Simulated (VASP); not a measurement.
# TiAl3 (I4/mmm) in VASP: further runs, part 2 of 3

VASP 6.6.1. Earlier steps stand in the parts before.

### 3 Single point, LDA (17.56 Å³/atom)

This run uses another cell than the first one, of 17.56 Å³/atom.

INCAR

```
SYSTEM = TiAl3
PREC = Accurate
ENCUT = 520
EDIFF = 1E-6
ISMEAR = 0
SIGMA = 0.15
LREAL = .FALSE.
LASPH = .TRUE.
NELM = 100
ALGO = Fast
ISIF = 2
LWAVE = .FALSE.
LCHARG = .TRUE.
GGA = CA
LELF = .TRUE.
LVHAR = .TRUE.
NBANDS = 18
```

KPOINTS

```
Automatic mesh
0
G
  16 16 16
  0 0 0
```

POSCAR

```
TiAl3
1.0
   -2.0389390295      2.0389390295      4.2248855630
    2.0389390295     -2.0389390295      4.2248855630
    2.0389390295      2.0389390295     -4.2248855630
Ti Al
1 3
Direct
    0.0000000000      0.0000000000      0.0000000000
    0.5000000000      0.5000000000      0.0000000000
    0.7500000000      0.2500000000      0.5000000000
    0.2500000000      0.7500000000      0.5000000000
```

Potentials or basis: VASP PAW LDA potentials, release 64 (Ti_sv, Al).

The run is started by

```console
$ cat potpaw_LDA.64/Ti_sv/POTCAR potpaw_LDA.64/Al/POTCAR > POTCAR
$ mpirun -np 1 vasp_std > vasp.out
```

OUTCAR:

```text
SYSTEM = TiAl3
   PREC = Accurate
   ENCUT = 520
   EDIFF = 1E-6
   ISMEAR = 0
   LREAL = .FALSE.
   LASPH = .TRUE.
   NELM = 100
   ISIF = 2
   GGA = CA

 ion  position               nearest neighbor table
   1  0.000  0.000  0.000-   2 2.88   2 2.88   2 2.88   2 2.88   4 2.94   3 2.94   4 2.94   4 2.94
                             3 2.94   3 2.94   4 2.94   3 2.94
   2  0.500  0.500  0.000-   1 2.88   1 2.88   1 2.88   1 2.88   4 2.94   3 2.94   4 2.94   3 2.94
                             4 2.94   4 2.94   3 2.94   3 2.94
   3  0.750  0.250  0.500-   4 2.88   4 2.88   4 2.88   4 2.88   2 2.94   1 2.94   2 2.94   1 2.94
                             2 2.94   2 2.94   1 2.94   1 2.94
   4  0.250  0.750  0.500-   3 2.88   3 2.88   3 2.88   3 2.88   2 2.94   1 2.94   2 2.94   2 2.94
                             1 2.94   1 2.94   2 2.94   1 2.94

  LATTYP: Found a body centered tetragonal cell.
 ALAT       =     4.0778780590
 C/A-ratio  =     2.0721000000

  Lattice vectors:

 A1 = (  -2.0389390295,   2.0389390295,   4.2248855630)
 A2 = (   2.0389390295,  -2.0389390295,   4.2248855630)
 A3 = (   2.0389390295,   2.0389390295,  -4.2248855630)

Analysis of symmetry for initial positions (statically):
=====================================================================
 Subroutine PRICEL returns:
 Original cell was already a primitive cell.

 Routine SETGRP: Setting up the symmetry group for a
 body centered tetragonal supercell.

 Subroutine GETGRP returns: Found 16 space group operations
 (whereof 16 operations were pure point group operations)
 out of a pool of 16 trial point group operations.

The static configuration has the point symmetry D_4h.

Analysis of symmetry for dynamics (positions and initial velocities):
=====================================================================
 Subroutine PRICEL returns:
 Original cell was already a primitive cell.

[... 126 lines left out ...]
   ISMEAR =     0;   SIGMA  =   0.15  broadening in eV -4-tet -1-fermi 0-gaus
   EFERMI_NEDOS =   21; number of points for ismear=-14 and -15
   IALGO  =     68    algorithm
   IMIX   =      4    mixing-type and parameters
     AMIX     =   0.40;   BMIX     =  1.00
     AMIX_MAG =   1.60;   BMIX_MAG =  1.00
  volume/ion in A,a.u.               =      17.56       118.53
  Fermi-wavevector in a.u.,A,eV,Ry     =   1.094595  2.068485 16.301660  1.198138
  Thomas-Fermi vector in A             =   2.230903
   LORBIT       =      0    0 simple, 1 ext, 2 COOP (PROOUT), +10 PAW based schemes
   GGA     = CA    functional components
   LHFCALC =     F    Hartree Fock is set to
   AEXX    =    0.0000 exact exchange contribution
   IVDW    =     0    specifies the selected vdW correction
   LEPSILON=     F    determine dielectric tensor
   LRPA    =     F    only Hartree local field effects (RPA)
 non-spin polarized calculation
 RMM-DIIS sequential band-by-band and
 Gauss-broadening in eV      SIGMA  =   0.15
  energy-cutoff  :      520.00
  volume of cell :       70.26
 maximum number of plane-waves:      1927
 NGX is ok and might be reduce to    40
   NGX = 19   NGY = 19   NGZ = 19

 number of electron      20.9999997 magnetization

 Free energy of the ion-electron system (eV)
  ---------------------------------------------------
  ext. energy  EPLUGINS =         0.00000000
  ---------------------------------------------------
  free energy    TOTEN  =       -22.24084556 eV

  energy without entropy =      -22.21210028  energy(sigma->0) =      -22.22647292

 E-fermi :   7.0428     XC(G=0): -10.5203

 val. band max:        7.0425847028   @ k =  -0.0625  -0.2500   0.0625
 cond. band min:       7.0430691976   @ k =   0.4375   0.1875   0.0000
 fundamental gap:      0.0004844948
 Fermi energy:         7.0427744023

 k-point     1 :       0.0000    0.0000    0.0000
  band No.  band energies     occupation
      1     -49.0516      2.00000
      2     -25.7397      2.00000
      3     -25.7397      2.00000
      4     -25.6333      2.00000
      5      -2.4618      2.00000
      6       4.8357      2.00000
[... 481 lines left out ...]
      5      -2.3908      2.00000
      6       4.8885      2.00000
[... 10 lines left out ...]
     17      10.8167      0.00000
     18      12.0565      0.00000

 [... further k-points ...]
[... 5 lines left out ...]
  --------------------------------------------------------------------------------------
  -------------------------------------------------------------------------------------
  Total       -7.0920807     -7.0920807     -2.4837741      0.0000000      0.0000000      0.0000000
  in kB     -161.7338158   -161.7338158    -56.6420878      0.0000000      0.0000000      0.0000000
  external PRESSURE =    -126.7032398 kB  Pullay stress =       0.0000000 kB

 VOLUME and BASIS-vectors are now :
 -----------------------------------------------------------------------------
  energy-cutoff  :      520.00
  volume of cell :       70.26
      direct lattice vectors                 reciprocal lattice vectors
    -2.038939029  2.038939029  4.224885563     0.000000000  0.245225577  0.118346401
     2.038939029 -2.038939029  4.224885563     0.245225577  0.000000000  0.118346401
     2.038939029  2.038939029 -4.224885563     0.245225577  0.245225577  0.000000000

 POSITION                                       TOTAL-FORCE (eV/Angst)
 -----------------------------------------------------------------------------------
      0.00000      0.00000      0.00000         0.000000     -0.000000     -0.000000
      0.00000      0.00000      4.22489         0.000000     -0.000000     -0.000000
      0.00000      2.03894      2.11244        -0.000000      0.000000      0.000000
      2.03894      0.00000      2.11244        -0.000000     -0.000000      0.000000
 -----------------------------------------------------------------------------------
    total drift:                                0.000000     -0.000000     -0.000000

  FREE ENERGIE OF THE ION-ELECTRON SYSTEM (eV)
  ---------------------------------------------------
  free  energy   TOTEN  =       -22.2408455559 eV

  energy  without entropy=      -22.2121002779  energy(sigma->0) =      -22.22647292
```

Run time: 22 min. Hardware: 1 thread of Intel Xeon Platinum 8488C (Sapphire Rapids), shared host; peak memory 0.54 GiB.

Results:

```yaml
Free_energy: -22.2408 eV
Pressure: -12.7 GPa
Band_gap_on_the_k_mesh: zero (an odd number of electrons rules out a gap without spin polarisation)
```

Caveat: the stress differs along the axes, from -16 to -6 GPa.

(Part 2 of 3 ends here.)
